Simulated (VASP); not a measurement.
# AlCu3 (R-3m) in VASP: single point with PBEsol

Aim: the single point of AlCu3 with PBEsol.

Program: VASP 6.6.1. These are calculated values, not measurements. Logs are shortened: lines on timing, memory, paths and dates and some standing lists are left out, and cuts for length are marked.

### Step 1. The cell of the first run

Symmetry: R-3m, No. 166, trigonal system. Conventional cell: a = 4.965 Å, b = 4.965 Å, c = 7.215 Å, α = 90.00°, β = 90.00°, γ = 120.00°. Within 3.3 Å of Al (site symmetry -3m) lie 12 Cu at 2.48 to 2.80 Å. Cu (site symmetry 2/m) has 4 Al at 2.48 to 2.80 Å and 8 Cu at 2.48 to 2.80 Å within 3.3 Å.

### Step 2. Single point, PBEsol (strained)

Input file INCAR:

```
SYSTEM = AlCu3
  PREC = Accurate
  ENCUT = 520
  EDIFF = 1E-6
  ISMEAR = 0
  SIGMA = 0.1
  LREAL = .FALSE.
  LASPH = .TRUE.
  NELM = 60
  ALGO = Fast
  ISIF = 2
  LWAVE = .FALSE.
  LCHARG = .FALSE.
  GGA = PS
  NBANDS = 26
```

Input file KPOINTS:

```
regular mesh
0
G
  12 12 12
  0 0 0
```

Input file POSCAR:

```
AlCu3
1.0
    3.7288930670     -0.2182426002      0.2182426002
   -0.2182426002      3.7288930670     -0.2182426002
    0.2182426002     -0.2182426002      3.7288930670
Al Cu
1 3
Direct
    0.0000000000      0.0000000000      0.0000000000
    0.5000000000      0.5000000000      0.0000000000
    0.5000000000      0.0000000000      0.5000000000
    0.0000000000      0.5000000000      0.5000000000
```

Potentials or basis: VASP PAW PBE potentials, release 64 (Al, Cu).

Launch:

```
> cat potpaw_PBE.64/Al/POTCAR potpaw_PBE.64/Cu/POTCAR > POTCAR
> mpirun -np 1 vasp_std > vasp.out
```

OUTCAR:

```text
SYSTEM = AlCu3
   PREC = Accurate
   ENCUT = 520
   EDIFF = 1E-6
   ISMEAR = 0
   LREAL = .FALSE.
   LASPH = .TRUE.
   NELM = 60
   ISIF = 2
   GGA = PS

 ion  position               nearest neighbor table
   1  0.000  0.000  0.000-   2 2.48   4 2.48   3 2.48   4 2.48   3 2.48   2 2.48   4 2.80   3 2.80
                             2 2.80   4 2.80   3 2.80   2 2.80
   2  0.500  0.500  0.000-   1 2.48   3 2.48   4 2.48   3 2.48   4 2.48   1 2.48   1 2.80   1 2.80

   3  0.500  0.000  0.500-   2 2.48   4 2.48   1 2.48   2 2.48   1 2.48   4 2.48   1 2.80   1 2.80

   4  0.000  0.500  0.500-   1 2.48   3 2.48   2 2.48   1 2.48   2 2.48   3 2.48   1 2.80   1 2.80

  LATTYP: Found a trigonal (rhomboedric) cell.
 ALAT       =     3.7416444473
 COS(alpha) =     0.1196605755

  Lattice vectors:

 A1 = (   0.2182426002,  -3.7288930670,   0.2182426002)
 A2 = (   3.7288930670,  -0.2182426002,   0.2182426002)
 A3 = (   0.2182426002,  -0.2182426002,   3.7288930670)

Analysis of symmetry for initial positions (statically):
=====================================================================
 Subroutine PRICEL returns:
 Original cell was already a primitive cell.

 Routine SETGRP: Setting up the symmetry group for a
 trigonal (rhombohedral) supercell.

 Subroutine GETGRP returns: Found 12 space group operations
 (whereof 12 operations were pure point group operations)
 out of a pool of 12 trial point group operations.

The static configuration has the point symmetry D_3d.

Analysis of symmetry for dynamics (positions and initial velocities):
=====================================================================
 Subroutine PRICEL returns:
 Original cell was already a primitive cell.

 Routine SETGRP: Setting up the symmetry group for a
 trigonal (rhombohedral) supercell.

 Subroutine GETGRP returns: Found 12 space group operations
 (whereof 12 operations were pure point group operations)
 out of a pool of 12 trial point group operations.

The dynamic configuration has the point symmetry D_3d.

 Subroutine INISYM returns: Found 12 space group operations
 (whereof 12 operations are pure point group operations),
 and found     1 'primitive' translations

----------------------------------------------------------------------------------------

                                     Primitive cell

  volume of cell :      51.3369

  direct lattice vectors                    reciprocal lattice vectors
     3.728893067 -0.218242600  0.218242600     0.269923077  0.014924421 -0.014924421
    -0.218242600  3.728893067 -0.218242600     0.014924421  0.269923077  0.014924421
     0.218242600 -0.218242600  3.728893067    -0.014924421  0.014924421  0.269923077

  length of vectors
     3.741644447  3.741644447  3.741644447     0.270747011  0.270747011  0.270747011

  position of ions in fractional coordinates (direct lattice)
     0.000000000  0.000000000  0.000000000
     0.500000000  0.500000000  0.000000000
     0.500000000  0.000000000  0.500000000
     1.000000000  0.500000000  0.500000000

  ion indices of the primitive-cell ions
   primitive index   ion index
                 1           1
                 2           2
                 3           3
                 4           4

----------------------------------------------------------------------------------------

 KPOINTS: regular mesh

Automatic generation of k-mesh.
 Grid dimensions read from file:
 generate k-points for:   12   12   12

 Generating k-lattice:

  Cartesian coordinates                     Fractional coordinates (reciprocal lattice)
     0.022493590  0.001243702 -0.001243702     0.083333333 -0.000000000  0.000000000
     0.001243702  0.022493590  0.001243702    -0.000000000  0.083333333  0.000000000
    -0.001243702  0.001243702  0.022493590     0.000000000  0.000000000  0.083333333

  Length of vectors
     0.022562251  0.022562251  0.022562251

  Shift w.r.t. Gamma in fractional coordinates (k-lattice)
     0.000000000  0.000000000  0.000000000

 Subroutine IBZKPT returns following result:
 ===========================================

 Found    189 irreducible k-points:

 Following reciprocal coordinates:
            Coordinates               Weight
  0.000000  0.000000  0.000000      1.000000
  0.083333  0.000000 -0.000000      6.000000
  0.166667 -0.000000  0.000000      6.000000
  0.250000 -0.000000  0.000000      6.000000
  0.333333 -0.000000  0.000000      6.000000
  0.416667  0.000000 -0.000000      6.000000
[... 16 lines left out ...]
  0.500000  0.166667  0.000000     12.000000
 -0.416667  0.166667  0.000000     12.000000
 [... further k-points ...]
   k-points           NKPTS =    189   k-points in BZ     NKDIM =    189   number of bands    NBANDS=     26
   number of dos      NEDOS =    301   number of ions     NIONS =      4
   total plane-waves  NPLWV =  21952
   dimension x,y,z NGX =    28 NGY =   28 NGZ =   28
   dimension x,y,z NGXF=    56 NGYF=   56 NGZF=   56
   ions per type =               1   3
   NGX,Y,Z   is equivalent  to a cutoff of  12.44, 12.44, 12.44 a.u.
   NGXF,Y,Z  is equivalent  to a cutoff of  24.88, 24.88, 24.88 a.u.
 SYSTEM =  AlCu3
   PREC   = accura    normal or accurate (medium, high low for compatibility)
   ISTART =      0    job   : 0-new  1-cont  2-samecut
   ICHARG =      2    charge: 1-file 2-atom 10-const
   ISPIN  =      1    spin polarized calculation?
   LNONCOLLINEAR =      F non collinear calculations
   LSORBIT =      F    spin-orbit coupling
   LASPH  =      T    aspherical Exc in radial PAW
   ENCUT  =  520.0 eV  38.22 Ry    6.18 a.u.   6.96  6.96  6.96*2*pi/ulx,y,z
   NELM   =     60;   NELMIN=  2; NELMDL= -5     # of ELM steps
   EDIFF  = 0.1E-05   stopping-criterion for ELM
   LREAL  =      F    real-space projection
[... 7 lines left out ...]
   TEBEG  =    0.0;   TEEND  =   0.0 temperature during run
   PSTRESS=    0.0 pullay stress
   NELECT =      36.0000    total number of electrons
   NUPDOWN=      -1.0000    fix difference up-down
   EMIN   =  10.00;   EMAX   =-10.00  energy-range for DOS
   EFERMI =   0.00;   METHOD = LEGACY
   ISMEAR =     0;   SIGMA  =   0.10  broadening in eV -4-tet -1-fermi 0-gaus
   EFERMI_NEDOS =   21; number of points for ismear=-14 and -15
   IALGO  =     68    algorithm
   IMIX   =      4    mixing-type and parameters
     AMIX     =   0.40;   BMIX     =  1.00
     AMIX_MAG =   1.60;   BMIX_MAG =  1.00
  volume/ion in A,a.u.               =      12.83        86.61
  Fermi-wavevector in a.u.,A,eV,Ry     =   1.454451  2.748514 28.782145  2.115428
  Thomas-Fermi vector in A             =   2.571600
   LORBIT       =      0    0 simple, 1 ext, 2 COOP (PROOUT), +10 PAW based schemes
   GGA     = PS    functional components
   LHFCALC =     F    Hartree Fock is set to
   AEXX    =    0.0000 exact exchange contribution
   IVDW    =     0    specifies the selected vdW correction
   LEPSILON=     F    determine dielectric tensor
   LRPA    =     F    only Hartree local field effects (RPA)
 non-spin polarized calculation
 RMM-DIIS sequential band-by-band and
 Gauss-broadening in eV      SIGMA  =   0.10
  energy-cutoff  :      520.00
  volume of cell :       51.34
 maximum number of plane-waves:      1402
   NGX = 13   NGY = 13   NGZ = 13

 number of electron      36.0000097 magnetization

 Free energy of the ion-electron system (eV)
  ---------------------------------------------------
  ext. energy  EPLUGINS =         0.00000000
  ---------------------------------------------------
  free energy    TOTEN  =       -17.22372701 eV

  energy without entropy =      -17.21696936  energy(sigma->0) =      -17.22034818

 E-fermi :   7.7867     XC(G=0): -12.1168

 val. band max:        7.7822884495   @ k =  -0.4167   0.3333   0.2500
 cond. band min:       7.7871470609   @ k =   0.5000   0.4167   0.3333
 fundamental gap:      0.0048586114
 Fermi energy:         7.7867457302

 k-point     1 :       0.0000    0.0000    0.0000
  band No.  band energies     occupation
      1      -2.4263      2.00000
      2       2.6417      2.00000
      3       3.1835      2.00000
      4       3.1835      2.00000
      5       3.3297      2.00000
      6       3.5248      2.00000
[... 18 lines left out ...]
     25      16.7188      0.00000
     26      19.4996      0.00000

 k-point     2 :       0.0833    0.0000   -0.0000
  band No.  band energies     occupation
      1      -2.3481      2.00000
      2       2.6627      2.00000
      3       3.1581      2.00000
      4       3.2185      2.00000
      5       3.3455      2.00000
      6       3.5277      2.00000
[... 18 lines left out ...]
     25      16.6577      0.00000
     26      19.6599      0.00000

 k-point     3 :       0.1667   -0.0000    0.0000
  band No.  band energies     occupation
      1      -2.1150      2.00000
      2       2.6916      2.00000
      3       3.0785      2.00000
      4       3.3171      2.00000
      5       3.3892      2.00000
      6       3.5379      2.00000
[... 18 lines left out ...]
     25      16.7521      0.00000
     26      18.6537      0.00000

 k-point     4 :       0.2500   -0.0000    0.0000
  band No.  band energies     occupation
      1      -1.7314      2.00000
      2       2.5109      2.00000
      3       3.0512      2.00000
      4       3.4463      2.00000
      5       3.4579      2.00000
      6       3.5611      2.00000
[... 18 lines left out ...]
     25      17.0980      0.00000
     26      17.5363      0.00000

 k-point     5 :       0.3333   -0.0000    0.0000
  band No.  band energies     occupation
      1      -1.2069      2.00000
      2       1.9366      2.00000
      3       3.1608      2.00000
      4       3.4873      2.00000
      5       3.6022      2.00000
      6       3.6080      2.00000
[... 18 lines left out ...]
     25      16.8651      0.00000
     26      17.3234      0.00000

 k-point     6 :       0.4167    0.0000   -0.0000
  band No.  band energies     occupation
      1      -0.5669      2.00000
      2       1.1594      2.00000
      3       3.2822      2.00000
      4       3.5023      2.00000
      5       3.6650      2.00000
      6       3.7154      2.00000
[... 427 lines left out ...]
 k-point    21 :       0.3333    0.1667    0.0000
  band No.  band energies     occupation
      1      -0.7820      2.00000
      2       1.9866      2.00000
      3       3.1829      2.00000
      4       3.4601      2.00000
      5       3.5383      2.00000
      6       3.7335      2.00000
[... 18 lines left out ...]
     25      16.5466      0.00000
     26      17.6106      0.00000

 k-point    22 :       0.4167    0.1667    0.0000
  band No.  band energies     occupation
      1      -0.1425      2.00000
      2       1.2340      2.00000
      3       3.3147      2.00000
      4       3.4697      2.00000
      5       3.6064      2.00000
      6       3.7640      2.00000
[... 18 lines left out ...]
     25      15.8330      0.00000
     26      17.6298      0.00000

 k-point    23 :       0.5000    0.1667    0.0000
  band No.  band energies     occupation
      1       0.1627      2.00000
      2       0.8948      2.00000
      3       3.3861      2.00000
      4       3.4235      2.00000
      5       3.6358      2.00000
      6       3.7300      2.00000
[... 18 lines left out ...]
     25      16.0158      0.00000
     26      18.2400      0.00000

 k-point    24 :      -0.4167    0.1667    0.0000
  band No.  band energies     occupation
      1      -0.4433      2.00000
      2       1.5734      2.00000
      3       3.2875      2.00000
      4       3.4416      2.00000
      5       3.5687      2.00000
      6       3.7431      2.00000
[... 18 lines left out ...]
     25      16.5305      0.00000
     26      18.6849      0.00000

 [... further k-points ...]

------------------------ aborting loop because EDIFF is reached ----------------------------------------

  FORCE on cell =-STRESS in cart. coord.  units (eV):
  Direction    XX          YY          ZZ          XY          YZ          ZX
  --------------------------------------------------------------------------------------
  -------------------------------------------------------------------------------------
  Total       -1.0365166     -1.0365166     -1.0365166      2.4744161      2.4744161     -2.4744161
  in kB      -32.3487288    -32.3487288    -32.3487288     77.2242483     77.2242483    -77.2242483
  external PRESSURE =     -32.3487288 kB  Pullay stress =       0.0000000 kB

 VOLUME and BASIS-vectors are now :
 -----------------------------------------------------------------------------
  energy-cutoff  :      520.00
  volume of cell :       51.34
      direct lattice vectors                 reciprocal lattice vectors
     3.728893067 -0.218242600  0.218242600     0.269923077  0.014924421 -0.014924421
    -0.218242600  3.728893067 -0.218242600     0.014924421  0.269923077  0.014924421
     0.218242600 -0.218242600  3.728893067    -0.014924421  0.014924421  0.269923077

 POSITION                                       TOTAL-FORCE (eV/Angst)
 -----------------------------------------------------------------------------------
      0.00000      0.00000      0.00000         0.000000     -0.000000     -0.000000
      1.75533      1.75533      0.00000        -0.000000     -0.000000      0.000000
      1.97357     -0.21824      1.97357         0.000000      0.000000     -0.000000
      0.00000      1.75533      1.75533        -0.000000      0.000000     -0.000000
 -----------------------------------------------------------------------------------
    total drift:                                0.000000      0.000000      0.000000

  FREE ENERGIE OF THE ION-ELECTRON SYSTEM (eV)
  ---------------------------------------------------
  free  energy   TOTEN  =       -17.2237270059 eV

  energy  without entropy=      -17.2169693584  energy(sigma->0) =      -17.22034818
```

It took 6.4 min on 1 thread of Intel Xeon 8259CL, shared host; peak memory 0.31 GiB.

Results:

```
Free energy            : -17.2237 eV
Pressure               : -3.2 GPa
Band gap on the k mesh : zero (bands 18 and 19 overlap by 4.17 eV)
```

Caveat: the cell differs from its parent crystal (strained); the cell stands under tension; the PAW data sets were made with another functional, which shifts forces and pressure a little.
